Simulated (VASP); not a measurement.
# SiC: single point with PBE

The system is SiC.

```
CELL_PARAMETERS angstrom
0.00000 3.91363 2.67827
1.55102 0.00000 2.67827
1.55102 3.91363 0.00000
ATOMIC_POSITIONS crystal
Si 0.66695 0.66695 0.33305
C 0.33305 0.33305 0.66695
```

| Property | Result |
| --- | --- |
| Program | VASP 6.6.1 |
| Task | single point |
| Functional | PBE |
| Potentials or basis | VASP PAW PBE potentials, release 64 (Si, C) |
| Cutoff | 520 eV |
| k mesh | 10 × 10 × 10 |
| Occupations | gaussian, width 0.02 eV |
| Spin | no spin polarisation |

The pressure is 0.0 GPa and the largest force is 0.004 eV/Å. The band gap on the k mesh is 1.44 eV, indirect (least direct gap 2.45 eV).

Forces in eV/Å, atoms in the order of the input:
```
Si   0.000  0.000 -0.004
C    0.000  0.000  0.004
```

Stress tensor (GPa, compression positive):
```
-0.07  0.00  0.00
 0.00  0.02  0.00
 0.00  0.00 -0.05
```

Levels at points of the mesh, in eV from the valence-band top:
```csv
k point,band 1,band 2,band 3,band 4,band 5,band 6,band 7,band 8
"(0.00, 0.00, 0.00)",-13.96,-2.93,-1.50,-1.49,2.23,7.30,7.42,7.85
"(0.50, 0.00, 0.00)",-10.91,-8.05,-3.01,-0.91,2.17,3.83,8.19,11.20
"(0.50, 0.50, 0.00)",-10.97,-8.14,-3.02,-0.25,3.54,3.58,7.03,9.28
"(0.50, 0.00, 0.50)",-13.74,-4.79,-1.55,-1.47,5.39,7.20,7.25,7.39
"(0.00, 0.50, 0.50)",-10.82,-7.92,-3.09,-1.46,1.44,3.67,10.09,10.92
```

It took 29 s on 1 thread of AMD EPYC 9R45 96-Core Processor (Zen 5) (shared host), peak memory 0.17 GiB.

A k mesh can miss the band edges.
